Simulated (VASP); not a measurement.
# Pt in VASP: further runs

Pt is run at these levels: LDA; tasks: single point.

All numbers are computed with VASP 6.6.1; they aren't measurements. Logs are shortened: lines on timing, memory, paths and dates and some standing lists are left out, and cuts for length are marked.

**1. The cell of the first run**

The cell holds a slab with vacuum, 5 atoms: a = 2.754 Å, b = 2.754 Å, c = 23.790 Å, α = 90.00°, β = 90.00°, γ = 90.00°.

**2. Single point, LDA**

INCAR

```
SYSTEM = Pt
PREC = Accurate
ENCUT = 520
EDIFF = 1E-7
ISMEAR = -1
SIGMA = 0.1
LREAL = .FALSE.
LASPH = .TRUE.
NELM = 80
ALGO = Normal
ISIF = 2
LWAVE = .FALSE.
LCHARG = .FALSE.
LDIPOL = .TRUE.
IDIPOL = 3
DIPOL = 0.5 0.5 0.500
NBANDS = 33
```

KPOINTS

```
Automatic mesh
0
G
  13 13 1
  0 0 0
```

POSCAR

```
Pt
1.0
    2.7543088548      0.0000000000      0.0000000000
    0.0000000000      2.7543088548      0.0000000000
    0.0000000000      0.0000000000     23.7904000000
Pt
5
Direct
    0.0000000000      0.0000000000      0.3389327928
    0.5000000000      0.5000000000      0.4185299866
    0.0000000000      0.0000000000      0.4999999999
    0.5000000000      0.5000000000      0.5814700133
    0.0000000000      0.0000000000      0.6610672075
```

Potentials or basis: VASP PAW LDA potentials, release 64 (Pt).

Run with:

```sh
$ cat potpaw_LDA.64/Pt/POTCAR > POTCAR
$ mpirun -np 1 vasp_std > vasp.out
```

OUTCAR:

```text
SYSTEM = Pt
   PREC = Accurate
   ENCUT = 520
   EDIFF = 1E-7
   ISMEAR = -1
   LREAL = .FALSE.
   LASPH = .TRUE.
   NELM = 80
   ISIF = 2

 ion  position               nearest neighbor table
   1  0.000  0.000  0.339-   2 2.72   2 2.72   2 2.72   2 2.72
   2  0.500  0.500  0.419-   1 2.72   1 2.72   1 2.72   1 2.72   3 2.75   3 2.75   3 2.75   3 2.75

   3  0.000  0.000  0.500-   2 2.75   2 2.75   2 2.75   2 2.75   4 2.75   4 2.75   4 2.75   4 2.75

   4  0.500  0.500  0.581-   5 2.72   5 2.72   5 2.72   5 2.72   3 2.75   3 2.75   3 2.75   3 2.75

   5  0.000  0.000  0.661-   4 2.72   4 2.72   4 2.72   4 2.72

  LATTYP: Found a simple tetragonal cell.
 ALAT       =     2.7543088548
 C/A-ratio  =     8.6375207917

  Lattice vectors:

 A1 = (   2.7543088548,   0.0000000000,   0.0000000000)
 A2 = (   0.0000000000,   2.7543088548,   0.0000000000)
 A3 = (   0.0000000000,   0.0000000000,  23.7904000000)

Analysis of symmetry for initial positions (statically):
=====================================================================
 Subroutine PRICEL returns:
 Original cell was already a primitive cell.

 Routine SETGRP: Setting up the symmetry group for a
 simple tetragonal supercell.

 Subroutine GETGRP returns: Found 16 space group operations
 (whereof 16 operations were pure point group operations)
 out of a pool of 16 trial point group operations.

The static configuration has the point symmetry D_4h.

Analysis of symmetry for dynamics (positions and initial velocities):
=====================================================================
 Subroutine PRICEL returns:
 Original cell was already a primitive cell.

 Routine SETGRP: Setting up the symmetry group for a
 simple tetragonal supercell.

 Subroutine GETGRP returns: Found 16 space group operations
 (whereof 16 operations were pure point group operations)
 out of a pool of 16 trial point group operations.

The dynamic configuration has the point symmetry D_4h.

 Subroutine INISYM returns: Found 16 space group operations
 (whereof 16 operations are pure point group operations),
 and found     1 'primitive' translations

----------------------------------------------------------------------------------------

                                     Primitive cell

  volume of cell :     180.4791

  direct lattice vectors                    reciprocal lattice vectors
     2.754308855  0.000000000  0.000000000     0.363067489  0.000000000  0.000000000
     0.000000000  2.754308855  0.000000000     0.000000000  0.363067489  0.000000000
     0.000000000  0.000000000 23.790400000     0.000000000  0.000000000  0.042033762

  length of vectors
     2.754308855  2.754308855 23.790400000     0.363067489  0.363067489  0.042033762

  position of ions in fractional coordinates (direct lattice)
     0.000000000  0.000000000  0.338932793
     0.500000000  0.500000000  0.418529987
     0.000000000  0.000000000  0.500000000
     0.500000000  0.500000000  0.581470013
     0.000000000  0.000000000  0.661067207

  ion indices of the primitive-cell ions
   primitive index   ion index
                 1           1
                 2           2
                 3           3
                 4           4
                 5           5

----------------------------------------------------------------------------------------

 KPOINTS: Automatic mesh

Automatic generation of k-mesh.
 Grid dimensions read from file:
 generate k-points for:   13   13    1

 Generating k-lattice:

  Cartesian coordinates                     Fractional coordinates (reciprocal lattice)
     0.027928268  0.000000000  0.000000000     0.076923077  0.000000000  0.000000000
     0.000000000  0.027928268  0.000000000     0.000000000  0.076923077  0.000000000
     0.000000000  0.000000000  0.042033762     0.000000000  0.000000000  1.000000000

  Length of vectors
     0.027928268  0.027928268  0.042033762

  Shift w.r.t. Gamma in fractional coordinates (k-lattice)
     0.000000000  0.000000000  0.000000000

 Subroutine IBZKPT returns following result:
 ===========================================

 Found     28 irreducible k-points:

 Following reciprocal coordinates:
            Coordinates               Weight
  0.000000  0.000000  0.000000      1.000000
  0.076923  0.000000  0.000000      4.000000
  0.153846  0.000000  0.000000      4.000000
  0.230769  0.000000  0.000000      4.000000
  0.307692  0.000000  0.000000      4.000000
  0.384615  0.000000  0.000000      4.000000
[... 16 lines left out ...]
  0.307692  0.307692  0.000000      4.000000
  0.384615  0.307692  0.000000      8.000000
 [... further k-points ...]
   k-points           NKPTS =     28   k-points in BZ     NKDIM =     28   number of bands    NBANDS=     33
   number of dos      NEDOS =    301   number of ions     NIONS =      5
   total plane-waves  NPLWV =  72000
   dimension x,y,z NGX =    20 NGY =   20 NGZ =  180
   dimension x,y,z NGXF=    40 NGYF=   40 NGZF=  360
   ions per type =               5
   NGX,Y,Z   is equivalent  to a cutoff of  12.07, 12.07, 12.58 a.u.
   NGXF,Y,Z  is equivalent  to a cutoff of  24.14, 24.14, 25.16 a.u.
 SYSTEM =  Pt
   PREC   = accura    normal or accurate (medium, high low for compatibility)
   ISTART =      0    job   : 0-new  1-cont  2-samecut
   ICHARG =      2    charge: 1-file 2-atom 10-const
   ISPIN  =      1    spin polarized calculation?
   LNONCOLLINEAR =      F non collinear calculations
   LSORBIT =      F    spin-orbit coupling
   LASPH  =      T    aspherical Exc in radial PAW
   ENCUT  =  520.0 eV  38.22 Ry    6.18 a.u.   5.12  5.12 44.23*2*pi/ulx,y,z
   NELM   =     80;   NELMIN=  2; NELMDL= -5     # of ELM steps
   EDIFF  = 0.1E-06   stopping-criterion for ELM
   LREAL  =      F    real-space projection
   EDIFFG = 0.1E-05   stopping-criterion for IOM
   NSW    =      0    number of steps for IOM
   IBRION =     -1    ionic relax: 0-MD 1-quasi-New 2-CG
   NFREE  =      0    steps in history (QN), initial steepest desc. (CG)
   ISIF   =      2    stress and relaxation
   ISYM   =      2    0-nonsym 1-usesym 2-fastsym
   POTIM  = 0.5000    time-step for ionic-motion
   TEBEG  =    0.0;   TEEND  =   0.0 temperature during run
   PSTRESS=    0.0 pullay stress
   NELECT =      50.0000    total number of electrons
   NUPDOWN=      -1.0000    fix difference up-down
   EMIN   =  10.00;   EMAX   =-10.00  energy-range for DOS
   EFERMI =   0.00;   METHOD = LEGACY
   ISMEAR =    -1;   SIGMA  =   0.10  broadening in eV -4-tet -1-fermi 0-gaus
   EFERMI_NEDOS =   21; number of points for ismear=-14 and -15
   IALGO  =     38    algorithm
   IMIX   =      4    mixing-type and parameters
     AMIX     =   0.40;   BMIX     =  1.00
     AMIX_MAG =   1.60;   BMIX_MAG =  1.00
  volume/ion in A,a.u.               =      36.10       243.59
  Fermi-wavevector in a.u.,A,eV,Ry     =   1.067225  2.016762 15.496605  1.138968
  Thomas-Fermi vector in A             =   2.202834
   LORBIT       =      0    0 simple, 1 ext, 2 COOP (PROOUT), +10 PAW based schemes
   GGA     = CA    functional components
   LHFCALC =     F    Hartree Fock is set to
   AEXX    =    0.0000 exact exchange contribution
   IVDW    =     0    specifies the selected vdW correction
   LEPSILON=     F    determine dielectric tensor
   LRPA    =     F    only Hartree local field effects (RPA)
 non-spin polarized calculation
  energy-cutoff  :      520.00
  volume of cell :      180.48
 maximum number of plane-waves:      4892
   NGX = 11   NGY = 11   NGZ = 89

 dipolmoment           0.000000      0.000000      0.000000 electrons x Angstroem

 number of electron      50.0000002 magnetization

 dipolmoment           0.000000      0.000000     -0.000000 electrons x Angstroem

 Free energy of the ion-electron system (eV)
  ---------------------------------------------------
  ext. energy  EPLUGINS =         0.00000000
  ---------------------------------------------------
  free energy    TOTEN  =       -35.37653638 eV

  energy without entropy =      -35.10345265  energy(sigma->0) =      -35.23999452

 E-fermi :   1.1387     XC(G=0):  -6.4667

 val. band max:        1.1327279098   @ k =   0.4615   0.3846   0.0000
 cond. band min:       1.1426734129   @ k =   0.0000   0.0000   0.0000
 fundamental gap:      0.0099455031
 Fermi energy:         1.1386679253

 k-point     1 :       0.0000    0.0000    0.0000
  band No.  band energies     occupation
      1      -8.9580      2.00000
      2      -7.6230      2.00000
      3      -6.2545      2.00000
      4      -5.6843      2.00000
      5      -5.6329      2.00000
      6      -5.4190      2.00000
[... 25 lines left out ...]
     32       6.9532      0.00000
     33       7.2839      0.00000

 k-point     2 :       0.0769    0.0000    0.0000
  band No.  band energies     occupation
      1      -8.8023      2.00000
      2      -7.4875      2.00000
      3      -6.1350      2.00000
      4      -5.5761      2.00000
      5      -5.5232      2.00000
      6      -5.3008      2.00000
[... 25 lines left out ...]
     32       7.0698      0.00000
     33       7.4195      0.00000

 k-point     3 :       0.1538    0.0000    0.0000
  band No.  band energies     occupation
      1      -8.3575      2.00000
      2      -7.1290      2.00000
      3      -5.8768      2.00000
      4      -5.3446      2.00000
      5      -5.1576      2.00000
      6      -5.1084      2.00000
[... 25 lines left out ...]
     32       7.4119      0.00000
     33       7.8299      0.00000

 k-point     4 :       0.2308    0.0000    0.0000
  band No.  band energies     occupation
      1      -7.6942      2.00000
      2      -6.6976      2.00000
      3      -5.6913      2.00000
      4      -5.1287      2.00000
      5      -4.9797      2.00000
      6      -4.5639      2.00000
[... 673 lines left out ...]
     32       6.7782      0.00000
     33       8.5023      0.00000

 k-point    23 :       0.3077    0.3077    0.0000
  band No.  band energies     occupation
      1      -5.6653      2.00000
      2      -4.8908      2.00000
      3      -4.7954      2.00000
      4      -4.7677      2.00000
      5      -4.5943      2.00000
      6      -4.3471      2.00000
[... 25 lines left out ...]
     32       9.2275      0.00000
     33       9.7854      0.00000

 k-point    24 :       0.3846    0.3077    0.0000
  band No.  band energies     occupation
      1      -5.5511      2.00000
      2      -5.1708      2.00000
      3      -5.0752      2.00000
      4      -4.9997      2.00000
      5      -4.5376      2.00000
      6      -4.5046      2.00000
[... 25 lines left out ...]
     32       8.3849      0.00000
     33       9.7970      0.00000

 [... further k-points ...]

------------------------ aborting loop because EDIFF is reached ----------------------------------------

 vacuum level on the upper side and lower side of the slab       (xc-potential included)        -0.091        -0.091

  FORCE on cell =-STRESS in cart. coord.  units (eV):
  Direction    XX          YY          ZZ          XY          YZ          ZX
  --------------------------------------------------------------------------------------
  -------------------------------------------------------------------------------------
  Total       -3.2759696     -3.2759696      0.2794471      0.0000000      0.0000000      0.0000000
  in kB      -29.0819435    -29.0819435      2.4807513      0.0000000      0.0000000      0.0000000
  external PRESSURE =     -18.5610453 kB  Pullay stress =       0.0000000 kB

 VOLUME and BASIS-vectors are now :
 -----------------------------------------------------------------------------
  energy-cutoff  :      520.00
  volume of cell :      180.48
      direct lattice vectors                 reciprocal lattice vectors
     2.754308855  0.000000000  0.000000000     0.363067489  0.000000000  0.000000000
     0.000000000  2.754308855  0.000000000     0.000000000  0.363067489  0.000000000
     0.000000000  0.000000000 23.790400000     0.000000000  0.000000000  0.042033762

 POSITION                                       TOTAL-FORCE (eV/Angst)
 -----------------------------------------------------------------------------------
      0.00000      0.00000      8.06335         0.000000     -0.000000     -0.044780
      1.37715      1.37715      9.95700        -0.000000     -0.000000      0.001373
      0.00000      0.00000     11.89520         0.000000      0.000000      0.000000
      1.37715      1.37715     13.83340         0.000000     -0.000000     -0.001373
      0.00000      0.00000     15.72705         0.000000      0.000000      0.044780
 -----------------------------------------------------------------------------------
    total drift:                                0.000000     -0.000000     -0.000002

  FREE ENERGIE OF THE ION-ELECTRON SYSTEM (eV)
  ---------------------------------------------------
  free  energy   TOTEN  =       -35.3765363831 eV

  energy  without entropy=      -35.1034526529  energy(sigma->0) =      -35.23999452

 vacuum level on the upper side and lower side of the slab         7.092         7.092
```

Wall time 3 min (1 thread of Intel Xeon Platinum 8488C (Sapphire Rapids), shared host); peak memory 0.28 GiB.

What came out:

```yaml
Free_energy: -35.3765 eV
Largest_force: 0.045 eV/Å
Band_gap_on_the_k_mesh: zero (band 25 reaches 2.04 eV, above the bottom of band 26 at 0.62 eV)
```

Forces in eV/Å, atoms in the order of the input:
```
Pt   0.000  0.000 -0.045
Pt   0.000  0.000  0.001
Pt   0.000  0.000  0.000
Pt   0.000  0.000 -0.001
Pt   0.000  0.000  0.045
```

Levels at points of the mesh, in eV from the Fermi level:
```csv
k point,band 21,band 22,band 23,band 24,band 25,band 26,band 27,band 28,band 29,band 30
"(0.00, 0.00, 0.00)",-1.62,-1.20,-0.62,-0.41,-0.41,0.00,0.13,0.33,0.33,0.68
```

Caveat: spin-orbit coupling is left out, which moves the levels of the heavy elements.

**3. Single point, LDA**

INCAR

```
SYSTEM = Pt
PREC = Accurate
ENCUT = 520
EDIFF = 1E-7
ISMEAR = -1
SIGMA = 0.1
LREAL = .False.
LASPH = .True.
NELM = 80
ALGO = Normal
ISIF = 2
LWAVE = .False.
LCHARG = .False.
LDIPOL = .True.
IDIPOL = 3
DIPOL = 0.5 0.5 0.500
GGA = CA
NBANDS = 33
```

KPOINTS

```
regular mesh
0
Gamma
  13 13 1
  0 0 0
```

POSCAR is that of step 2.

Potentials or basis: VASP PAW LDA potentials, release 64 (Pt).

Run with:

```sh
$ cat potpaw_LDA.64/Pt/POTCAR > POTCAR
$ mpirun -np 1 vasp_std > vasp.out
```

Run time: 3.1 min. Hardware: 1 thread of Intel Xeon Platinum 8488C (Sapphire Rapids), shared host; peak memory 0.28 GiB.

The run converged. Its results:

```
Free energy            : -35.3765 eV
Largest force          : 0.045 eV/Å
Band gap on the k mesh : zero (band 25 reaches 2.04 eV, above the bottom of band 26 at 0.62 eV)
```

Forces on the atoms (eV/Å):
```
Pt   0.000  0.000 -0.045
Pt   0.000  0.000  0.001
Pt   0.000  0.000  0.000
Pt   0.000  0.000 -0.001
Pt   0.000  0.000  0.045
```

Levels at points of the mesh, in eV from the Fermi level:
| k point | band 21 | band 22 | band 23 | band 24 | band 25 | band 26 | band 27 | band 28 | band 29 | band 30 |
| --- | --- | --- | --- | --- | --- | --- | --- | --- | --- | --- |
| (0.00, 0.00, 0.00) | -1.62 | -1.20 | -0.62 | -0.41 | -0.41 | 0.00 | 0.13 | 0.33 | 0.33 | 0.68 |

Caveat: spin-orbit coupling is left out, which moves the levels of the heavy elements.

**4. Single point, LDA**

INCAR

```
PREC = Accurate
ENCUT = 520
EDIFF = 1E-6
ISMEAR = -1
SIGMA = 0.1
LREAL = F
LASPH = T
NELM = 60
ALGO = Normal
ISIF = 2
LWAVE = F
LCHARG = T
LDIPOL = T
IDIPOL = 3
DIPOL = 0.5 0.5 0.500
GGA = CA
LELF = T
LVHAR = T
LVACPOTAV = T
NBANDS = 33
```

KPOINTS

```
regular mesh
0
Gamma
  13 13 1
```

POSCAR is that of step 3.

Run with:

```sh
$ cat potpaw_LDA.64/Pt/POTCAR > POTCAR
$ mpirun -np 1 vasp_std > vasp.out
```

It took 2.9 min on 1 thread of Intel Xeon Platinum 8488C (Sapphire Rapids), shared host; peak memory 0.27 GiB.

Results (log left out):

* Free energy: -35.3765 eV
* Largest force: 0.045 eV/Å
* Band gap on the k mesh: zero (band 25 reaches 2.04 eV, above the bottom of band 26 at 0.62 eV)

Forces on the atoms (eV/Å):
```
Pt   0.000  0.000 -0.045
Pt   0.000  0.000  0.001
Pt   0.000  0.000  0.000
Pt   0.000  0.000 -0.001
Pt   0.000  0.000  0.045
```

Levels at points of the mesh, in eV from the Fermi level:
```csv
k point,band 23,band 24,band 25,band 26,band 27,band 28
"(0.00, 0.00, 0.00)",-0.62,-0.41,-0.41,0.00,0.13,0.33
```

Caveat: spin-orbit coupling is left out, which moves the levels of the heavy elements.
